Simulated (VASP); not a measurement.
Wanted: the native input for a VASP 6.6.1 run.

| Item | Value |
| --- | --- |
| Task | single point |
| Functional | PBE |
| Potentials or basis | VASP PAW PBE potentials, release 64 (Cd, Te) |
| Cutoff | 520 eV |
| k mesh | 4 × 4 × 4 |
| Occupations | gaussian, width 0.1 eV |
| Spin | no spin polarisation |
| Dipole correction | no |
| Further INCAR settings | ALGO = Normal; EDIFF = 1e-07; NBANDS = 35 |

The structure of Cd4Te lies in POSCAR:

```
Cd4Te
1.0
   -3.4787684539      3.4787684539      3.4787684539
    3.4787684539     -3.4787684539      3.4787684539
    3.4787684539      3.4787684539     -3.4787684539
Cd Te
4 1
Direct
    0.5000000000      0.5000000000      0.5000000000
    0.5000000000      0.0000000000      0.0000000000
    0.0000000000      0.0000000000      0.5000000000
    0.0000000000      0.5000000000      0.0000000000
    0.0000000000      0.0000000000      0.0000000000
```

One way to write it, as run:

INCAR

```
ALGO = Normal
EDIFF = 1E-7
ENCUT = 520
GGA = PE
ISIF = 2
ISMEAR = 0
LASPH = T
LCHARG = F
LREAL = F
LWAVE = F
NBANDS = 35
NELM = 100
PREC = Accurate
SIGMA = 0.1
```

KPOINTS

```
k-points
0
Gamma
  4 4 4
```

Potentials or basis: VASP PAW PBE potentials, release 64 (Cd, Te).

Command:

```sh
$ cat potpaw_PBE.64/Cd/POTCAR potpaw_PBE.64/Te/POTCAR > POTCAR
$ mpirun -np 1 vasp_std > vasp.out
```

It gave:

- Pressure: 0.3 GPa
- Band gap on the k mesh: zero (band 27 reaches 3.06 eV, above the bottom of band 28 at 0.75 eV)

Caveat: spin-orbit coupling is left out, which moves the levels of the heavy elements.

It took 36 s on 1 thread of Intel(R) Xeon(R) Platinum 8488C (Sapphire Rapids), with other jobs on the host, peak memory 0.32 GiB.
